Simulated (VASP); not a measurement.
Runs of VASP 6.6.1 on Re. The structure is that of space group Fm-3m (No. 225), or close to it. The cells are those of the table. This isn't the form of Re at room conditions, which is hcp.

```csv
cell,gap on the mesh (eV),pressure (GPa)
"a = 2.800, b = 2.793 Å, angles 60.1, 59.8, 60.1°, 1 atom",none,-17.3
"a = 2.765, b = 2.793 Å, angles 59.7, 60.7, 59.7°, 1 atom",none,-8.8
"a = 2.814, b = 2.793 Å, angles 60.2, 59.5, 60.2°, 1 atom",none,(a)
"a = 2.807, b = 2.793 Å, angles 60.2, 59.7, 60.2°, 1 atom",none,-18.8
"a = 2.818, b = 2.793 Å, angles 60.3, 59.4, 60.3°, 1 atom",none,(c)
"a = 2.786, b = 2.793 Å, angles 59.9, 60.2, 59.9°, 1 atom",none,(b)
"a = 2.779, b = 2.793 Å, angles 59.8, 60.3, 59.8°, 1 atom",none,-12.3
"a = 2.772, b = 2.793 Å, angles 59.8, 60.5, 59.8°, 1 atom",none,-10.6
```

Alike in all rows: task single point; level r2SCAN; potentials or basis VASP PAW PBE potentials, release 64 (Re); no spin polarisation; k mesh 20 × 20 × 20; cutoff (eV) 520; smearing gaussian 0.15 eV.

Q: Estimate the missing entries.

A: (a) -20.3; (b) -14.0; (c) -21.0.

Caveats: the PAW data sets were made with another functional, which shifts forces and pressure a little; spin-orbit coupling is left out, which moves the levels of the heavy elements; the cell stands under tension (at least some runs); the stress differs along the axes, from -11 to -5 GPa (at least some runs).

A k mesh can miss the band edges, and the runs leave out spin-orbit coupling on Re.

A gap of «none» marks levels without a gap at the run's occupations.
